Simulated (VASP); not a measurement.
Here is a VASP 6.6.1 calculation.

Contents of INCAR:

```
ALGO = Normal
EDIFF = 1E-6
EDIFFG = -0.005
ENCUT = 600
GGA = PS
IBRION = 2
ISIF = 3
ISMEAR = -1
LASPH = T
LCHARG = F
LREAL = F
LWAVE = F
NELM = 80
NSW = 60
PREC = Accurate
PSTRESS = 4000.0
SIGMA = 0.1
```

Contents of KPOINTS:

```
k-points
0
Gamma
  14 14 13
```

Contents of POSCAR:

```
BiMo
1.0
    2.9632233126      0.0000000000      0.0000000000
   -1.4816116563      2.5662266658      0.0000000000
    0.0000000000      0.0000000000      2.9039588463
Mo Bi
1 1
Direct
    0.0000000000      0.0000000000      0.0000000000
    0.3333333333      0.6666666667      0.5000000000
```

Potentials or basis: VASP PAW PBE potentials, release 64 (Mo_sv, Bi_d).

Launch:

```bash
$ cat potpaw_PBE.64/Mo_sv/POTCAR potpaw_PBE.64/Bi_d/POTCAR > POTCAR
$ mpirun -np 1 vasp_std > vasp.out
```

(1) What does it give for the relaxed volume?

(2) Estimate the space group after relaxing (to 0.05 Å).

(3) Predict the relaxed cell.

Results:

(1) 10.63 Å³/atom.

(2) P-6m2 (No. 187).

(3) a = 2.588 Å, b = 2.588 Å, c = 3.668 Å, α = 90.00°, β = 90.00°, γ = 120.00°.

Caveat: the cell is relaxed towards a set pressure, so the enthalpy falls and the energy may rise; the PAW data sets were made with another functional, which shifts forces and pressure a little.
